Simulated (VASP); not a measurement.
Runs of VASP 6.6.1 on K2Os. The structure is that of space group Fm-3m (No. 225), or close to it. The cells are those of the table. The cell was built from a structure type or drawn by symmetry, and may not be a known phase.

```tsv
task	spin	cell	k mesh	cutoff (eV)	gap on the mesh (eV)	pressure (GPa)	moment (μB)
relaxation of cell and atoms	off	relaxed from a = 5.185 Å, angles 60.0°, 3 atoms	4 × 4 × 4	600	none	0.0	-
single point	off	a = 5.539 Å, angles 60.0°, 3 atoms	4 × 4 × 4	520	none	0.4	-
single point	collinear	a = 5.539 Å, angles 60.0°, 3 atoms	4 × 4 × 4	520	none	0.4	2.03
single point	collinear	a = 5.591 Å, angles 60.0°, 3 atoms	10 × 10 × 10	520	none	0.0	(a)
single point	off	a = 5.185 Å, angles 60.0°, 3 atoms	4 × 4 × 4	520	none	4.3	-
```

Alike in all rows: level PBE; potentials or basis VASP PAW PBE potentials, release 64 (K_sv, Os); smearing gaussian 0.1 eV.

Problem. Fill in the values left out.

Solution. (a) 2.00.

Caveats: some runs use coarse meshes; spin-orbit coupling is left out, which moves the levels of the heavy elements.

A k mesh can miss the band edges, and the runs leave out spin-orbit coupling on Os.

A gap of «none» marks levels without a gap at the run's occupations.
